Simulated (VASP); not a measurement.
A run of VASP 6.6.1 is set up as follows.

The input POSCAR:

```
HfO2
1.0
    0.0000000000      2.9197030826      1.8978070037
    2.9197030826      0.0000000000      1.8978070037
    2.9197030826      2.9197030826      0.0000000000
Hf O
1 2
Direct
    0.0000000000      0.0000000000      0.0000000000
    0.2500000000      0.2500000000      0.2500000000
    0.7500000000      0.7500000000      0.7500000000
```

File INCAR.step1:

```
PREC = Accurate ; ENCUT = 520
ISMEAR = 0 ; SIGMA = 0.05
LREAL = False ; LASPH = True
NELM = 100 ; NBANDS = 18
GGA = PE ; ALGO = Normal
EDIFF = 1E-4 ; LWAVE = True
LCHARG = False
```

The input INCAR.step2:

```
PREC = Accurate ; ENCUT = 520
EDIFF = 1E-6 ; ISMEAR = 0
SIGMA = 0.05 ; LREAL = False
LASPH = True ; NELM = 100
ALGO = Normal ; ISIF = 2
LWAVE = False ; LCHARG = False
METAGGA = R2SCAN ; LMIXTAU = True
NBANDS = 18 ; ISTART = 1
```

KPOINTS

```
regular mesh
0
Gamma
  8 8 8
```

Potentials or basis: VASP PAW PBE potentials, release 64 (Hf_pv, O).

Command:

```sh
$ cat potpaw_PBE.64/Hf_pv/POTCAR potpaw_PBE.64/O/POTCAR > POTCAR
$ cp INCAR.step1 INCAR
$ mpirun -np 1 vasp_std > vasp.out
$ cp INCAR.step2 INCAR
$ mpirun -np 1 vasp_std > vasp.out
```

Q: What does it give for the pressure?

A: 2.1 GPa.

Q: Estimate the band gap on the k mesh.

A: Zero (band 11 reaches 6.97 eV, above the bottom of band 12 at 6.32 eV).

Stress tensor (GPa, compression positive):
```
-33.73   0.00   0.00
  0.00 -33.73   0.00
  0.00   0.00  73.65
```

Caveat: the PAW data sets were made with another functional, which shifts forces and pressure a little; spin-orbit coupling is left out, which moves the levels of the heavy elements.
